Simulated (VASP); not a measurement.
# Al5As (P-6m2) in VASP: further runs

The runs below take Al5As through single point, relaxation of cell and atoms, with PBE.

Everything below comes from runs of VASP 6.6.1. Logs are shortened: lines on timing, memory, paths and dates and some standing lists are left out, and cuts for length are marked.

## 1. The cell of the first run

It takes space group P-6m2 (No. 187, hexagonal). The conventional cell has a = 6.939 Å, b = 6.939 Å, c = 4.107 Å, α = 90.00°, β = 90.00°, γ = 120.00°. Al (site symmetry mm2) has 3 Al at 2.46 to 2.68 Å and 2 As at 2.57 Å within 3.2 Å. Al (site symmetry -6m2) has 11 Al at 3.50 to 4.11 Å and 6 As at 4.50 Å within 4.6 Å. Within 3.2 Å of Al (site symmetry -6m2) lie 3 Al at 2.46 Å. Within 3.4 Å of As (site symmetry -6m2) lie 6 Al at 2.57 Å.

## 2. Single point, PBE

Contents of INCAR:

```
  ALGO = Normal
  EDIFF = 1E-7
  ENCUT = 520
  GGA = PE
  ISIF = 2
  ISMEAR = 0
  LASPH = T
  LCHARG = T
  LELF = T
  LREAL = F
  LVHAR = T
  LWAVE = F
  NBANDS = 19
  NELM = 60
  PREC = Accurate
  SIGMA = 0.2
```

Contents of KPOINTS:

```
k-points
0
Gamma
  4 4 3
```

Contents of POSCAR:

```
Al5As
1.0
    6.9387947787     -0.0000000042      0.0000000000
   -3.4693973857      6.0091725521      0.0000000000
    0.0000000000      0.0000000000      4.1074736711
Al As
5 1
Direct
    0.2043971156      0.7956028844      0.5000000000
    0.2043971156      0.4087942312      0.5000000000
    0.5912057688      0.7956028844      0.5000000000
    0.6666666667      0.3333333333      0.5000000000
    0.0000000000      0.0000000000      0.5000000000
    0.3333333333      0.6666666667      0.0000000000
```

Potentials or basis: VASP PAW PBE potentials, release 64 (Al, As).

The run is started by

```
$ cat potpaw_PBE.64/Al/POTCAR potpaw_PBE.64/As/POTCAR > POTCAR
$ mpirun -np 1 vasp_std > vasp.out
```

OUTCAR:

```text
EDIFF = 1E-7
   ENCUT = 520
   GGA = PE
   ISIF = 2
   ISMEAR = 0
   LASPH = T
   LREAL = F
   NELM = 60
   PREC = Accurate

 ion  position               nearest neighbor table
   1  0.204  0.796  0.500-   5 2.46   6 2.57   6 2.57   2 2.68   3 2.68
   2  0.204  0.409  0.500-   5 2.46   6 2.57   6 2.57   1 2.68   3 2.68
   3  0.591  0.796  0.500-   5 2.46   6 2.57   6 2.57   1 2.68   2 2.68
   4  0.667  0.333  0.500-
   5  0.000  0.000  0.500-   1 2.46   2 2.46   3 2.46
   6  0.333  0.667  0.000-   1 2.57   1 2.57   2 2.57   2 2.57   3 2.57   3 2.57

  LATTYP: Found a hexagonal cell.
 ALAT       =     6.9387947787
 C/A-ratio  =     0.5919577970

  Lattice vectors:

 A1 = (   6.9387947787,  -0.0000000042,   0.0000000000)
 A2 = (  -3.4693973857,   6.0091725521,   0.0000000000)
 A3 = (   0.0000000000,   0.0000000000,   4.1074736711)

Analysis of symmetry for initial positions (statically):
=====================================================================
 Subroutine PRICEL returns:
 Original cell was already a primitive cell.

 Routine SETGRP: Setting up the symmetry group for a
 hexagonal supercell.

 Subroutine GETGRP returns: Found 12 space group operations
 (whereof 12 operations were pure point group operations)
 out of a pool of 24 trial point group operations.

The static configuration has the point symmetry D_3h.

Analysis of symmetry for dynamics (positions and initial velocities):
=====================================================================
 Subroutine PRICEL returns:
 Original cell was already a primitive cell.

 Routine SETGRP: Setting up the symmetry group for a
 hexagonal supercell.

 Subroutine GETGRP returns: Found 12 space group operations
 (whereof 12 operations were pure point group operations)
 out of a pool of 24 trial point group operations.

The dynamic configuration has the point symmetry D_3h.

 Subroutine INISYM returns: Found 12 space group operations
 (whereof 12 operations are pure point group operations),
 and found     1 'primitive' translations

----------------------------------------------------------------------------------------

                                     Primitive cell

  volume of cell :     171.2669

  direct lattice vectors                    reciprocal lattice vectors
     6.938794779 -0.000000004  0.000000000     0.144117247  0.083206131  0.000000000
    -3.469397386  6.009172552  0.000000000     0.000000000  0.166412263  0.000000000
     0.000000000  0.000000000  4.107473671     0.000000000  0.000000000  0.243458651

  length of vectors
     6.938794779  6.938794779  4.107473671     0.166412263  0.166412263  0.243458651

  position of ions in fractional coordinates (direct lattice)
     0.204397116  0.795602884  0.500000000
     0.204397116  0.408794231  0.500000000
     0.591205769  0.795602884  0.500000000
     0.666666667  0.333333333  0.500000000
     0.000000000  0.000000000  0.500000000
     0.333333333  0.666666667  0.000000000

  ion indices of the primitive-cell ions
   primitive index   ion index
                 1           1
                 2           2
                 3           3
                 4           4
                 5           5
                 6           6

----------------------------------------------------------------------------------------

 KPOINTS: k-points

Automatic generation of k-mesh.
 Grid dimensions read from file:
 generate k-points for:    4    4    3

 Generating k-lattice:

  Cartesian coordinates                     Fractional coordinates (reciprocal lattice)
     0.036029312  0.020801533  0.000000000     0.250000000  0.000000000  0.000000000
     0.000000000  0.041603066  0.000000000     0.000000000  0.250000000  0.000000000
     0.000000000  0.000000000  0.081152884     0.000000000  0.000000000  0.333333333

  Length of vectors
     0.041603066  0.041603066  0.081152884

  Shift w.r.t. Gamma in fractional coordinates (k-lattice)
     0.000000000  0.000000000  0.000000000

 Subroutine IBZKPT returns following result:
 ===========================================

 Found      8 irreducible k-points:

 Following reciprocal coordinates:
            Coordinates               Weight
  0.000000  0.000000  0.000000      1.000000
  0.250000  0.000000  0.000000      6.000000
  0.500000  0.000000  0.000000      3.000000
  0.250000  0.250000  0.000000      6.000000
  0.000000  0.000000  0.333333      2.000000
  0.250000  0.000000  0.333333     12.000000
  0.500000  0.000000  0.333333      6.000000
  0.250000  0.250000  0.333333     12.000000
   k-points           NKPTS =      8   k-points in BZ     NKDIM =      8   number of bands    NBANDS=     19
   number of dos      NEDOS =    301   number of ions     NIONS =      6
   total plane-waves  NPLWV =  93312
   dimension x,y,z NGX =    54 NGY =   54 NGZ =   32
   dimension x,y,z NGXF=   108 NGYF=  108 NGZF=   64
   ions per type =               5   1
   NGX,Y,Z   is equivalent  to a cutoff of  12.94, 12.94, 12.95 a.u.
   NGXF,Y,Z  is equivalent  to a cutoff of  25.88, 25.88, 25.90 a.u.
 SYSTEM =  unknown system
   PREC   = accura    normal or accurate (medium, high low for compatibility)
   ISTART =      0    job   : 0-new  1-cont  2-samecut
   ICHARG =      2    charge: 1-file 2-atom 10-const
   ISPIN  =      1    spin polarized calculation?
   LNONCOLLINEAR =      F non collinear calculations
   LSORBIT =      F    spin-orbit coupling
   LASPH  =      T    aspherical Exc in radial PAW
   ENCUT  =  520.0 eV  38.22 Ry    6.18 a.u.  12.90 12.90  7.64*2*pi/ulx,y,z
   NELM   =     60;   NELMIN=  2; NELMDL= -5     # of ELM steps
   EDIFF  = 0.1E-06   stopping-criterion for ELM
   LREAL  =      F    real-space projection
   EDIFFG = 0.1E-05   stopping-criterion for IOM
   NSW    =      0    number of steps for IOM
   IBRION =     -1    ionic relax: 0-MD 1-quasi-New 2-CG
   NFREE  =      0    steps in history (QN), initial steepest desc. (CG)
   ISIF   =      2    stress and relaxation
   ISYM   =      2    0-nonsym 1-usesym 2-fastsym
   POTIM  = 0.5000    time-step for ionic-motion
   TEBEG  =    0.0;   TEEND  =   0.0 temperature during run
   PSTRESS=    0.0 pullay stress
   NELECT =      20.0000    total number of electrons
   NUPDOWN=      -1.0000    fix difference up-down
   EMIN   =  10.00;   EMAX   =-10.00  energy-range for DOS
   EFERMI =   0.00;   METHOD = LEGACY
   ISMEAR =     0;   SIGMA  =   0.20  broadening in eV -4-tet -1-fermi 0-gaus
   EFERMI_NEDOS =   21; number of points for ismear=-14 and -15
   IALGO  =     38    algorithm
   IMIX   =      4    mixing-type and parameters
     AMIX     =   0.40;   BMIX     =  1.00
     AMIX_MAG =   1.60;   BMIX_MAG =  1.00
  volume/ion in A,a.u.               =      28.54       192.63
  Fermi-wavevector in a.u.,A,eV,Ry     =   0.800191  1.512142  8.711887  0.640306
  Thomas-Fermi vector in A             =   1.907439
   LORBIT       =      0    0 simple, 1 ext, 2 COOP (PROOUT), +10 PAW based schemes
   GGA     = PE    functional components
   LHFCALC =     F    Hartree Fock is set to
   AEXX    =    0.0000 exact exchange contribution
   IVDW    =     0    specifies the selected vdW correction
   LEPSILON=     F    determine dielectric tensor
   LRPA    =     F    only Hartree local field effects (RPA)
 non-spin polarized calculation
 Gauss-broadening in eV      SIGMA  =   0.20
  energy-cutoff  :      520.00
  volume of cell :      171.27
 maximum number of plane-waves:      4638
 NGX is ok and might be reduce to    54
   NGX = 25   NGY = 25   NGZ = 15

 number of electron      19.9999999 magnetization

 Free energy of the ion-electron system (eV)
  ---------------------------------------------------
  ext. energy  EPLUGINS =         0.00000000
  ---------------------------------------------------
  free energy    TOTEN  =       -19.92772907 eV

  energy without entropy =      -19.86113773  energy(sigma->0) =      -19.89443340

 E-fermi :   3.0813     XC(G=0):  -8.0118

 val. band max:        2.9598898615   @ k =   0.2500   0.0000   0.3333
 cond. band min:       3.1110782314   @ k =   0.2500   0.0000   0.0000
 fundamental gap:      0.1511883699
 Fermi energy:         3.0812988634

 k-point     1 :       0.0000    0.0000    0.0000
  band No.  band energies     occupation
      1      -9.3671      2.00000
      2      -3.4119      2.00000
      3      -2.2179      2.00000
      4      -2.2179      2.00000
      5      -0.9061      2.00000
      6      -0.7519      2.00000
[... 11 lines left out ...]
     18       7.2581      0.00000
     19       7.8364      0.00000

 k-point     2 :       0.2500    0.0000    0.0000
  band No.  band energies     occupation
      1      -9.3564      2.00000
      2      -3.6424      2.00000
      3      -2.3188      2.00000
      4      -1.9727      2.00000
      5      -1.1257      2.00000
      6      -0.7423      2.00000
[... 11 lines left out ...]
     18       7.3420      0.00000
     19       7.5447      0.00000

 k-point     3 :       0.5000    0.0000    0.0000
  band No.  band energies     occupation
      1      -9.3454      2.00000
      2      -3.7968      2.00000
      3      -2.4062      2.00000
      4      -2.1340      2.00000
      5      -0.7326      2.00000
      6      -0.1869      2.00000
[... 11 lines left out ...]
     18       7.6786      0.00000
     19       7.6927      0.00000

 k-point     4 :       0.2500    0.2500    0.0000
  band No.  band energies     occupation
      1      -9.3455      2.00000
      2      -3.7427      2.00000
      3      -2.8322      2.00000
      4      -1.2164      2.00000
      5      -1.0229      2.00000
      6      -0.7327      2.00000
[... 11 lines left out ...]
     18       7.0690      0.00000
     19       7.1864      0.00000

 k-point     5 :       0.0000    0.0000    0.3333
  band No.  band energies     occupation
      1      -8.6771      2.00000
      2      -4.7972      2.00000
      3      -2.3583      2.00000
      4      -1.3154      2.00000
      5      -1.3154      2.00000
      6      -0.3254      2.00000
[... 11 lines left out ...]
     18       7.5308      0.00000
     19       8.4288      0.00000

 k-point     6 :       0.2500    0.0000    0.3333
  band No.  band energies     occupation
      1      -8.6700      2.00000
      2      -4.7105      2.00000
      3      -2.8118      2.00000
      4      -1.4313      2.00000
      5      -1.1347      2.00000
      6      -0.4346      2.00000
[... 11 lines left out ...]
     18       7.4166      0.00000
     19       7.6911      0.00000

 k-point     7 :       0.5000    0.0000    0.3333
  band No.  band energies     occupation
      1      -8.6629      2.00000
      2      -4.6012      2.00000
      3      -3.1448      2.00000
      4      -1.5293      2.00000
      5      -1.3881      2.00000
      6       0.0003      2.00000
[... 11 lines left out ...]
     18       6.9727      0.00000
     19       7.5298      0.00000

 k-point     8 :       0.2500    0.2500    0.3333
  band No.  band energies     occupation
      1      -8.6630      2.00000
      2      -4.6041      2.00000
      3      -3.0742      2.00000
      4      -2.0574      2.00000
      5      -0.4300      2.00000
      6      -0.3022      2.00000
[... 11 lines left out ...]
     18       6.8037      0.00000
     19       7.1439      0.00000

------------------------ aborting loop because EDIFF is reached ----------------------------------------

  FORCE on cell =-STRESS in cart. coord.  units (eV):
  Direction    XX          YY          ZZ          XY          YZ          ZX
  --------------------------------------------------------------------------------------
  -------------------------------------------------------------------------------------
  Total        0.7473526      0.7473526      0.2877462      0.0000000      0.0000000      0.0000000
  in kB        6.9913752      6.9913752      2.6918245      0.0000000      0.0000000      0.0000000
  external PRESSURE =       5.5581917 kB  Pullay stress =       0.0000000 kB

 VOLUME and BASIS-vectors are now :
 -----------------------------------------------------------------------------
  energy-cutoff  :      520.00
  volume of cell :      171.27
      direct lattice vectors                 reciprocal lattice vectors
     6.938794779 -0.000000004  0.000000000     0.144117247  0.083206131  0.000000000
    -3.469397386  6.009172552  0.000000000     0.000000000  0.166412263  0.000000000
     0.000000000  0.000000000  4.107473671     0.000000000  0.000000000  0.243458651

 POSITION                                       TOTAL-FORCE (eV/Angst)
 -----------------------------------------------------------------------------------
     -1.34199      4.78092      2.05374        -0.052845      0.030510     -0.000000
      0.00000      2.45652      2.05374        -0.000000     -0.061020      0.000000
      1.34199      4.78092      2.05374         0.052845      0.030510     -0.000000
      3.46940      2.00306      2.05374        -0.000000      0.000000     -0.000000
      0.00000      0.00000      2.05374        -0.000000      0.000000     -0.000000
      0.00000      4.00612      0.00000        -0.000000      0.000000     -0.000000
 -----------------------------------------------------------------------------------
    total drift:                                0.000000     -0.000000     -0.000000

  FREE ENERGIE OF THE ION-ELECTRON SYSTEM (eV)
  ---------------------------------------------------
  free  energy   TOTEN  =       -19.9277290739 eV

  energy  without entropy=      -19.8611377324  energy(sigma->0) =      -19.89443340
```

Run time: 23 s. Hardware: 1 thread of Intel Xeon Platinum 8488C (Sapphire Rapids), shared host; peak memory 0.29 GiB.

Results:

| Item | Value |
| --- | --- |
| Free energy | -19.9277 eV |
| Pressure | 0.6 GPa |
| Largest force | 0.061 eV/Å |
| Band gap on the k mesh | zero (band 10 reaches 3.64 eV, above the bottom of band 11 at 2.31 eV) |

Forces in eV/Å, atoms in the order of the input:
```
Al  -0.053  0.031  0.000
Al   0.000 -0.061  0.000
Al   0.053  0.031  0.000
Al   0.000  0.000  0.000
Al   0.000  0.000  0.000
As   0.000  0.000  0.000
```

Stress tensor (GPa, compression positive):
```
0.70 0.00 0.00
0.00 0.70 0.00
0.00 0.00 0.27
```

Levels at points of the mesh, in eV from the Fermi level:
| k point | band 7 | band 8 | band 9 | band 10 | band 11 | band 12 | band 13 | band 14 |
| --- | --- | --- | --- | --- | --- | --- | --- | --- |
| (0.00, 0.00, 0.00) | -2.61 | -2.61 | -2.06 | 0.56 | 0.56 | 2.27 | 3.13 | 3.18 |
| (0.50, 0.00, 0.00) | -3.16 | -1.44 | -1.19 | -0.32 | 0.97 | 1.50 | 1.72 | 2.37 |

Caveat: the k points lie up to 0.51 Å⁻¹ apart.

## 3. Relaxation of cell and atoms, PBE

This run uses another cell than the first one, of 19.40 Å³/atom, 0.680 times its volume.

Contents of INCAR:

```
SYSTEM = Al5As
ALGO     = Fast           ! electronic algorithm
EDIFF    = 1E-7           ! SCF threshold, eV
EDIFFG   = -0.08          ! ionic threshold
ENCUT    = 600            ! plane-wave cutoff, eV
GGA      = PE             ! functional
IBRION   = 2              ! ionic algorithm
ISIF     = 3              ! what is computed and relaxed
ISMEAR   = 0              ! smearing method
LASPH    = .True.         ! aspherical terms in the spheres
LCHARG   = .False.        ! write CHGCAR
LREAL    = .False.        ! projectors in reciprocal space
LWAVE    = .False.        ! write WAVECAR
NELM     = 100            ! most SCF steps
NSW      = 36             ! ionic steps
PREC     = Accurate       ! precision mode
SIGMA    = 0.2            ! smearing width, eV
```

Contents of KPOINTS:

```
k-points
0
Gamma
  4 4 3
  0 0 0
```

Contents of POSCAR:

```
Al5As
1.0
    4.7225038700      0.0000000000      0.0000000000
   -2.3612519300      4.0898083200      0.0000000000
    0.0000000000      0.0000000000      6.0274793400
Al As
5 1
Direct
    0.1939804700      0.8060195300      0.5000000000
    0.1939804700      0.3879609400      0.5000000000
    0.6120390600      0.8060195300      0.5000000000
    0.6666666700      0.3333333300      0.5000000000
    0.0000000000      0.0000000000      0.5000000000
    0.3333333300      0.6666666700      0.0000000000
```

Potentials or basis: VASP PAW PBE potentials, release 64 (Al, As).

The run is started by

```
$ cat potpaw_PBE.64/Al/POTCAR potpaw_PBE.64/As/POTCAR > POTCAR
$ mpirun -np 1 vasp_std > vasp.out
```

Wall time 14 min (1 thread of Intel Xeon Platinum 8488C (Sapphire Rapids), shared host); peak memory 0.28 GiB.

It converged, with:

| Item | Value |
| --- | --- |
| Free energy | -19.9198 eV |
| Relaxed volume | 28.90 Å³/atom |
| Relaxed cell | a = 6.974 Å, b = 6.974 Å, c = 4.117 Å, α = 90.00°, β = 90.00°, γ = 120.00° |
| Space group after relaxing (to 0.05 Å) | P-6m2 (No. 187) |
| Energy gained by relaxing | 5535.4 meV/atom |
| Ionic steps | 36 |
| Pressure after relaxing | 0.0 GPa |
| Band gap on the k mesh | zero (band 10 reaches 3.55 eV, above the bottom of band 11 at 2.25 eV) |

Stress tensor (GPa, compression positive):
```
 0.07  0.00  0.00
 0.00  0.07  0.00
 0.00  0.00 -0.03
```

The path:
```tsv
step	energy change (eV)	largest force (eV/Å)	pressure (GPa)	volume (Å³)
1	0.0000	12.9486	85.83	116.42
2	-2.8963	46.1402	16.68	344.73
3	-3.1264	47.7655	16.76	353.22
4	-24.2929	1.6557	-0.69	595.20
5	-24.3015	1.5677	-0.72	598.19
6	-24.3960	1.7034	-0.67	583.21
7	-24.6615	2.1723	-0.49	539.76
8	-25.1016	3.4331	0.05	459.43
9	-25.4628	7.7294	2.49	323.36
10	-16.7527	28.4681	48.01	136.92
11	-23.6647	11.5123	5.56	302.59
12	-23.6859	11.5478	5.59	301.13
13	-23.7494	11.6595	5.70	296.79
14	-23.8773	11.8944	5.91	288.24
15	-24.1355	12.3793	6.42	271.63
16	-24.5878	13.0013	8.17	240.34
17	-24.7625	15.0027	15.72	185.14
18	-15.4224	23.2786	86.90	101.35
19	-22.4100	18.9754	21.39	177.69
20	-23.2963	17.8421	23.35	165.80
21	-24.3659	15.4544	35.16	133.31
22	-24.1877	14.6949	41.30	124.19
23	-25.5430	12.8851	36.30	126.69
24	-28.7214	8.4438	24.09	134.38
25	-32.1293	2.8646	8.82	150.64
26	-32.7378	1.6263	-2.49	186.82
27	-33.0631	0.8577	-0.80	175.80
28	-33.1109	0.3244	0.51	170.09
29	-33.1099	0.4280	0.25	171.10
30	-33.1205	0.4260	0.22	171.30
31	-33.1491	0.4125	0.12	171.90
32	-33.1898	0.3536	-0.06	173.07
33	-33.1979	0.1317	-0.31	175.29
34	-33.2069	0.2452	-0.22	174.33
35	-33.2106	0.1408	-0.11	173.94
36	-33.2123	0.0018	0.04	173.42
```

Final structure:
```
CELL_PARAMETERS angstrom
6.97437 0.00000 0.00000
-3.48719 6.03998 0.00000
0.00000 0.00000 4.11677
ATOMIC_POSITIONS crystal
Al 0.20421 0.79579 0.50000
Al 0.20421 0.40842 0.50000
Al 0.59158 0.79579 0.50000
Al 0.66667 0.33333 0.50000
Al 0.00000 0.00000 0.50000
As 0.33333 0.66667 0.00000
```

Levels at points of the mesh, in eV from the Fermi level:
| k point | band 8 | band 9 | band 10 | band 11 | band 12 | band 13 |
| --- | --- | --- | --- | --- | --- | --- |
| (0.00, 0.00, 0.00) | -2.59 | -2.05 | 0.54 | 0.54 | 2.27 | 3.07 |
| (0.50, 0.00, 0.00) | -1.44 | -1.17 | -0.32 | 0.96 | 1.47 | 1.72 |

Caveat: the k points lie up to 0.51 Å⁻¹ apart in the final cell; the volume moved by over 15 % at a fixed basis, so the end points are rough; the relaxation stopped at a loose force limit of 0.08 eV/Å, so its end isn't a converged minimum.

(Part 1 of 2 ends here.)
